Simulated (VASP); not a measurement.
Set up this calculation in VASP 6.6.1, as the native input.

```
Task                   : single point
Functional             : LDA
Potentials or basis    : VASP PAW LDA potentials, release 64 (B, N)
Cutoff                 : 520 eV
k mesh                 : 8 × 8 × 8
Occupations            : gaussian, width 0.01 eV
Spin                   : no spin polarisation
Dipole correction      : no
Further INCAR settings : ALGO = Normal; EDIFF = 1e-06; NBANDS = 11
```

The structure of BN lies in POSCAR:

```
BN
1.0
    1.2168272774      0.7025349498      3.2804779200
   -1.2168272774      0.7025349498      3.2804779200
    0.0000000000     -1.4050708722      3.2804779200
B N
1 1
Direct
    0.9996710000      0.9996710000      0.9996710000
    0.3327620000      0.3327620000      0.3327620000
```

The input as run:

INCAR

```
SYSTEM = BN
PREC = Accurate
ENCUT = 520
EDIFF = 1E-6
ISMEAR = 0
SIGMA = 0.01
LREAL = .FALSE.
LASPH = .TRUE.
NELM = 100
ALGO = Normal
ISIF = 2
LWAVE = .FALSE.
LCHARG = .FALSE.
GGA = CA
NBANDS = 11
```

KPOINTS

```
Automatic mesh
0
G
  8 8 8
  0 0 0
```

Potentials or basis: VASP PAW LDA potentials, release 64 (B, N).

The run is started by

```console
$ cat potpaw_LDA.64/B/POTCAR potpaw_LDA.64/N/POTCAR > POTCAR
$ mpirun -np 1 vasp_std > vasp.out
```

It gave:

```
Pressure               : 18.8 GPa
Largest force          : 0.005 eV/Å
Band gap on the k mesh : 4.18 eV, indirect (least direct gap 5.02 eV)
```

It took 15 s on 1 thread of Intel(R) Xeon(R) Platinum 8488C (Sapphire Rapids), with other jobs on the host, peak memory 0.12 GiB.
